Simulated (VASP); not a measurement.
C: single point with PBE

Crystal: C.

```
C
1.0
     1.22805   -2.12706    0.00000
     1.22805    2.12706    0.00000
     0.00000    0.00000    7.17327
C
4
Direct
  0.08338 0.91662 0.75314
  0.58338 0.41662 0.24686
  0.91662 0.08338 0.24686
  0.41662 0.58338 0.75314
```

```yaml
Program: VASP 6.6.1
Task: single point
Functional: PBE
Potentials_or_basis: VASP PAW PBE potentials, release 64 (C)
Cutoff: 520 eV
k_mesh: 18 × 18 × 6
Occupations: methfessel-paxton, width 0.02 eV
Spin: no spin polarisation
Dipole_correction: no
Further_INCAR_settings: ALGO = Normal; EDIFF = 1e-06; NBANDS = 16
```

| Quantity | Value |
| --- | --- |
| Pressure | 4.2 GPa |
| Largest force | 0.027 eV/Å |

Forces on the atoms (eV/Å):
```
C    0.000  0.026 -0.008
C    0.000  0.026  0.008
C    0.000 -0.026  0.008
C    0.000 -0.026 -0.008
```

Stress tensor (GPa, compression positive):
```
5.52 0.00 0.00
0.00 5.38 0.00
0.00 0.00 1.57
```

It took 2.5 min on 1 thread of Intel(R) Xeon(R) Platinum 8375C CPU @ 2.90GHz (Ice Lake), on a shared host, peak memory 0.26 GiB.

Caveat: the cell stands under pressure; this functional lacks dispersion, which binds layers or chains, so the pressure and a relaxed spacing across them are unreliable.
